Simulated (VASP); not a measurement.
# Hg (R-3m) in VASP: further runs

Runs on Hg. Level: LDA. Tasks: single point.

Everything below comes from runs of VASP 6.6.1. Logs are shortened: lines on timing, memory, paths and dates and some standing lists are left out, and cuts for length are marked.

### Step 1. The cell of the first run

It takes space group R-3m (No. 166, trigonal). The conventional cell has a = 3.493 Å, b = 3.493 Å, c = 6.444 Å, α = 90.00°, β = 90.00°, γ = 120.00°. Hg (site symmetry -3m) has 12 Hg at 2.95 to 3.49 Å within 3.9 Å.

### Step 2. Single point, LDA

File INCAR:

```
  PREC = Accurate
  ENCUT = 550
  EDIFF = 1E-6
  ISMEAR = 0
  SIGMA = 0.3
  LREAL = False
  LASPH = True
  NELM = 120
  ALGO = Normal
  ISIF = 2
  LWAVE = False
  LCHARG = True
  LELF = True
  LVHAR = True
  NBANDS = 16
  GGA_COMPAT = False
```

File KPOINTS:

```
regular mesh
0
Gamma
  11 11 11
```

File POSCAR:

```
Hg
1.0
    1.7463233735      1.0082402698      2.1478810803
   -1.7463233735      1.0082402698      2.1478810803
    0.0000000000     -2.0164805396      2.1478810803
Hg
1
Direct
    0.0000000000      1.0000000000      0.0000000000
```

Potentials or basis: VASP PAW LDA potentials, release 64 (Hg_sv_GW).

On the command line:

```sh
$ cat potpaw_LDA.64/Hg_sv_GW/POTCAR > POTCAR
$ mpirun -np 1 vasp_std > vasp.out
```

OUTCAR:

```text
PREC = Accurate
   ENCUT = 550
   EDIFF = 1E-6
   ISMEAR = 0
   LREAL = False
   LASPH = True
   NELM = 120
   ISIF = 2

 ion  position               nearest neighbor table
   1  0.000  0.000  0.000-

  LATTYP: Found a trigonal (rhomboedric) cell.
 ALAT       =     2.9461138643
 COS(alpha) =     0.2972833017

  Lattice vectors:

 A1 = (   1.7463233735,   1.0082402698,   2.1478810803)
 A2 = (  -1.7463233735,   1.0082402698,   2.1478810803)
 A3 = (   0.0000000000,  -2.0164805396,   2.1478810803)

Analysis of symmetry for initial positions (statically):
=====================================================================
 Subroutine PRICEL returns:
 Original cell was already a primitive cell.

 Routine SETGRP: Setting up the symmetry group for a
 trigonal (rhombohedral) supercell.

 Subroutine GETGRP returns: Found 12 space group operations
 (whereof 12 operations were pure point group operations)
 out of a pool of 12 trial point group operations.

The static configuration has the point symmetry D_3d.

Analysis of symmetry for dynamics (positions and initial velocities):
=====================================================================
 Subroutine PRICEL returns:
 Original cell was already a primitive cell.

 Routine SETGRP: Setting up the symmetry group for a
 trigonal (rhombohedral) supercell.

 Subroutine GETGRP returns: Found 12 space group operations
 (whereof 12 operations were pure point group operations)
 out of a pool of 12 trial point group operations.

The dynamic configuration has the point symmetry D_3d.

 Subroutine INISYM returns: Found 12 space group operations
 (whereof 12 operations are pure point group operations),
 and found     1 'primitive' translations

----------------------------------------------------------------------------------------

                                     Primitive cell

  volume of cell :      22.6908

  direct lattice vectors                    reciprocal lattice vectors
     1.746323374  1.008240270  2.147881080     0.286315815  0.165304513  0.155191708
    -1.746323374  1.008240270  2.147881080    -0.286315815  0.165304513  0.155191708
     0.000000000 -2.016480540  2.147881080     0.000000000 -0.330609026  0.155191708

  length of vectors
     2.946113864  2.946113864  2.946113864     0.365221569  0.365221569  0.365221569

  position of ions in fractional coordinates (direct lattice)
     0.000000000  0.000000000  0.000000000

  ion indices of the primitive-cell ions
[... 72 lines left out ...]
   ENCUT  =  550.0 eV  40.42 Ry    6.36 a.u.   5.63  5.63  5.63*2*pi/ulx,y,z
   NELM   =    120;   NELMIN=  2; NELMDL= -5     # of ELM steps
   EDIFF  = 0.1E-05   stopping-criterion for ELM
   LREAL  =      F    real-space projection
   EDIFFG = 0.1E-04   stopping-criterion for IOM
   NSW    =      0    number of steps for IOM
   IBRION =     -1    ionic relax: 0-MD 1-quasi-New 2-CG
   NFREE  =      0    steps in history (QN), initial steepest desc. (CG)
   ISIF   =      2    stress and relaxation
   ISYM   =      2    0-nonsym 1-usesym 2-fastsym
   POTIM  = 0.5000    time-step for ionic-motion
   TEBEG  =    0.0;   TEEND  =   0.0 temperature during run
   PSTRESS=    0.0 pullay stress
   NELECT =      20.0000    total number of electrons
   NUPDOWN=      -1.0000    fix difference up-down
   EMIN   =  10.00;   EMAX   =-10.00  energy-range for DOS
   EFERMI =   0.00;   METHOD = LEGACY
   ISMEAR =     0;   SIGMA  =   0.30  broadening in eV -4-tet -1-fermi 0-gaus
   EFERMI_NEDOS =   21; number of points for ismear=-14 and -15
   IALGO  =     38    algorithm
   IMIX   =      4    mixing-type and parameters
     AMIX     =   0.40;   BMIX     =  1.00
     AMIX_MAG =   1.60;   BMIX_MAG =  1.00
  volume/ion in A,a.u.               =      22.69       153.13
  Fermi-wavevector in a.u.,A,eV,Ry     =   1.569645  2.966199 33.521835  2.463785
  Thomas-Fermi vector in A             =   2.671497
   LORBIT       =      0    0 simple, 1 ext, 2 COOP (PROOUT), +10 PAW based schemes
   GGA     = CA    functional components
   LHFCALC =     F    Hartree Fock is set to
   AEXX    =    0.0000 exact exchange contribution
   IVDW    =     0    specifies the selected vdW correction
   LEPSILON=     F    determine dielectric tensor
   LRPA    =     F    only Hartree local field effects (RPA)
 non-spin polarized calculation
 Gauss-broadening in eV      SIGMA  =   0.30
  energy-cutoff  :      550.00
  volume of cell :       22.69
 maximum number of plane-waves:       686
   NGX = 11   NGY = 11   NGZ = 11

 number of electron      19.9999992 magnetization

 Free energy of the ion-electron system (eV)
  ---------------------------------------------------
  ext. energy  EPLUGINS =         0.00000000
  ---------------------------------------------------
  free energy    TOTEN  =        -0.98861948 eV

  energy without entropy =       -0.97577606  energy(sigma->0) =       -0.98219777

 E-fermi :   6.1552     XC(G=0): -11.9139

 val. band max:        6.0209290249   @ k =  -0.4545   0.1818   0.1818
 cond. band min:       6.2163562636   @ k =  -0.4545   0.2727   0.0000
 fundamental gap:      0.1954272386
 Fermi energy:         6.1552216131

 k-point     1 :       0.0000    0.0000    0.0000
  band No.  band energies     occupation
      1    -108.4581      2.00000
      2     -57.0409      2.00000
      3     -57.0348      2.00000
      4     -57.0348      2.00000
      5      -3.3907      2.00000
      6      -1.8517      2.00000
[... 433 lines left out ...]
      3     -57.0512      2.00000
      4     -57.0348      2.00000
      5      -2.1184      2.00000
      6      -1.5400      2.00000
[... 8 lines left out ...]
     15      24.1149      0.00000
     16      25.6872      0.00000

 [... further k-points ...]

------------------------ aborting loop because EDIFF is reached ----------------------------------------

  FORCE on cell =-STRESS in cart. coord.  units (eV):
  Direction    XX          YY          ZZ          XY          YZ          ZX
  --------------------------------------------------------------------------------------
  -------------------------------------------------------------------------------------
  Total       -0.0150348     -0.0150348      0.0022474      0.0000000      0.0000000      0.0000000
  in kB       -1.0615903     -1.0615903      0.1586893      0.0000000      0.0000000      0.0000000
  external PRESSURE =      -0.6548304 kB  Pullay stress =       0.0000000 kB

 VOLUME and BASIS-vectors are now :
 -----------------------------------------------------------------------------
  energy-cutoff  :      550.00
  volume of cell :       22.69
      direct lattice vectors                 reciprocal lattice vectors
     1.746323374  1.008240270  2.147881080     0.286315815  0.165304513  0.155191708
    -1.746323374  1.008240270  2.147881080    -0.286315815  0.165304513  0.155191708
     0.000000000 -2.016480540  2.147881080     0.000000000 -0.330609026  0.155191708

 POSITION                                       TOTAL-FORCE (eV/Angst)
 -----------------------------------------------------------------------------------
      0.00000      0.00000      0.00000         0.000000      0.000000      0.000000
 -----------------------------------------------------------------------------------
    total drift:                                0.000000      0.000000      0.000000

  FREE ENERGIE OF THE ION-ELECTRON SYSTEM (eV)
  ---------------------------------------------------
  free  energy   TOTEN  =        -0.9886194809 eV

  energy  without entropy=       -0.9757760551  energy(sigma->0) =       -0.98219777
```

OSZICAR:

```text
N       E                     dE             d eps       ncg     rms          rms(c)
DAV:   1     0.321206940711E+03    0.32121E+03   -0.12516E+04  4776   0.182E+03
DAV:   2     0.223731254552E+02   -0.29883E+03   -0.27710E+03  4696   0.617E+02
DAV:   3    -0.276829628858E+00   -0.22650E+02   -0.22552E+02  7472   0.166E+02
DAV:   4    -0.104181038517E+01   -0.76498E+00   -0.76494E+00  5352   0.310E+01
DAV:   5    -0.105768823769E+01   -0.15878E-01   -0.15878E-01  7552   0.485E+00    0.275E+01
DAV:   6    -0.994476781738E+00    0.63211E-01   -0.12539E-01  7176   0.684E+00    0.160E+01
DAV:   7    -0.989383666382E+00    0.50931E-02   -0.19789E-02  7672   0.174E+00    0.138E+00
DAV:   8    -0.988630068632E+00    0.75360E-03   -0.32003E-03  6952   0.132E+00    0.931E-02
DAV:   9    -0.988619832913E+00    0.10236E-04   -0.91270E-05  5568   0.141E-01    0.153E-02
DAV:  10    -0.988619480868E+00    0.35205E-06   -0.43704E-06  6352   0.511E-02
   1 F= -.98861948E+00 E0= -.98219777E+00  d E =-.128434E-01
```

stdout:

```text
POSCAR found type information on POSCAR Hg
 POSCAR found :  1 types and       1 ions
 scaLAPACK will be used
 LDA part: xc-table for (Slater(with rela. corr.)+CA(PZ))
 , standard interpolation
 POSCAR, INCAR and KPOINTS ok, starting setup
 FFT: planning ... GRIDC
 FFT: planning ... GRID_SOFT
 FFT: planning ... GRID
 WAVECAR not read
 entering main loop
```

Run time: 39 s. Hardware: 1 thread of AMD EPYC 7R13 (Zen 3), shared host; peak memory 0.16 GiB.

What came out:

* Free energy: -0.9886 eV
* Pressure: -0.1 GPa
* Band gap on the k mesh: zero (bands 10 and 11 overlap by 2.74 eV)

Stress tensor (GPa, compression positive):
```
-0.11  0.00  0.00
 0.00 -0.11  0.00
 0.00  0.00  0.02
```

Caveat: so wide a smearing shifts energies and pressures; spin-orbit coupling is left out, which moves the levels of the heavy elements.

### Step 3. Single point, LDA

File INCAR:

```
PREC     = Accurate       # precision mode
ENCUT    = 550            # plane-wave cutoff, eV
EDIFF    = 1E-6           # SCF threshold, eV
ISMEAR   = 0              # smearing method
SIGMA    = 0.2            # smearing width, eV
LREAL    = F              # projectors in reciprocal space
LASPH    = T              # aspherical terms in the spheres
NELM     = 120            # most SCF steps
ALGO     = Normal         # electronic algorithm
ISIF     = 2              # what is computed and relaxed
LWAVE    = F              # write WAVECAR
LCHARG   = F              # write CHGCAR
GGA      = CA             # functional
NBANDS   = 16             # bands
GGA_COMPAT= F
```

File KPOINTS:

```
Automatic mesh
0
Gamma
  11 11 11
```

POSCAR is that of step 2.

Potentials or basis: VASP PAW LDA potentials, release 64 (Hg_sv_GW).

On the command line:

```sh
$ cat potpaw_LDA.64/Hg_sv_GW/POTCAR > POTCAR
$ mpirun -np 1 vasp_std > vasp.out
```

Wall time 31 s (1 thread of AMD EPYC 7R13 (Zen 3), shared host); peak memory 0.16 GiB.

The run converged. Its results:

- Free energy: -0.9851 eV
- Pressure: 0.0 GPa
- Band gap on the k mesh: zero (bands 10 and 11 overlap by 2.74 eV)

Stress tensor (GPa, compression positive):
```
-0.08  0.00  0.00
 0.00 -0.08  0.00
 0.00  0.00  0.13
```

Levels at points of the mesh, in eV from the Fermi level:
```
           k point  band 7  band 8  band 9  band 10  band 11  band 12  band 13  band 14
(0.00, 0.00, 0.00)   -7.98   -6.30   -6.19    -6.19    11.58    12.24    12.24    17.09
```

Caveat: spin-orbit coupling is left out, which moves the levels of the heavy elements.

(Continued in part 2 of 2.)

The gap in the log of VASP goes by the Fermi energy; the results here count the filled bands.